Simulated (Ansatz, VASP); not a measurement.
## Two plane-wave programs on BaScO2F

File INCAR:

```
SYSTEM = BaScO2F
PREC = Accurate
ENCUT = 910
EDIFF = 1E-6
ISMEAR = 0
SIGMA = 0.05
LREAL = .FALSE.
LASPH = .TRUE.
NELM = 120
ALGO = Normal
ISIF = 2
LWAVE = .FALSE.
LCHARG = .FALSE.
NBANDS = 28
GGA_COMPAT = .FALSE.
```

File KPOINTS:

```
regular mesh
0
G
  6 6 6
  0 0 0
```

The input POSCAR:

```
BaScO2F
1.0
    4.2069470000      0.0000000000      0.0000000000
    0.0000000000      4.2069470000      0.0000000000
    0.0000000000      0.0000000000      4.3377553900
Ba Sc O F
1 1 2 1
Direct
    0.5000000000      0.5000000000      0.5000000000
    0.0000000000      0.0000000000      0.0000000000
    0.5000000000      0.0000000000      0.0000000000
    0.0000000000      0.5000000000      0.0000000000
    0.0000000000      0.0000000000      0.5000000000
```

Input for Ansatz:

```yaml
crystal:
  lattice:
    - [4.206947, 0.0, 0.0]
    - [0.0, 4.206947, 0.0]
    - [0.0, 0.0, 4.33775539]
  atoms:
    - { symbol: Ba, position: [0.5, 0.5, 0.5] }
    - { symbol: Sc, position: [0.0, 0.0, 0.0] }
    - { symbol: O, position: [0.5, 0.0, 0.0] }
    - { symbol: O, position: [0.0, 0.5, 0.0] }
    - { symbol: F, position: [0.0, 0.0, 0.5] }
basis:
  ecutwfc: 420
kpoints:
  mp_grid: { grid: [6, 6, 6] }
hamiltonian:
  xc: lda
scf:
  occupations: { method: gaussian, width: 0.05 }
output:
  forces: true
  stress: true
  eigenvalues: true
```

Change from the starting cell: strain +0.0300 x Voigt [0, 0, 1, 0, 0, 0], atoms carried along.

Alike in both runs: task single point; functional LDA; k mesh 6 × 6 × 6; occupations gaussian, width 0.05 eV; no spin polarisation.

|  | VASP | Ansatz |
| --- | --- | --- |
| version | VASP 6.6.1 | Ansatz 0.2.0 |
| potentials or method | VASP PAW LDA potentials, release 64 (Ba_sv, Sc_sv, O_h, F_h), cutoff 910 eV | scalar-relativistic, plane waves, PAW |
| valence electrons in the cell | 40 | 40 |

Ansatz gave:

```
gap on the k mesh at the Fermi level (eV) : 2.81
least direct gap on the mesh (eV)         : 3.22
```

Q: Estimate VASP's values.

A: gap on the k mesh at the Fermi level (eV): 2.75; least direct gap on the mesh (eV): 3.17.

LDA's correlation is that of Perdew and Zunger in VASP and of Perdew and Wang (1992) in Ansatz.

Neither program's run includes spin-orbit coupling. Noted on VASP's run: the cutoff is short for stress, so the pressure is rough.
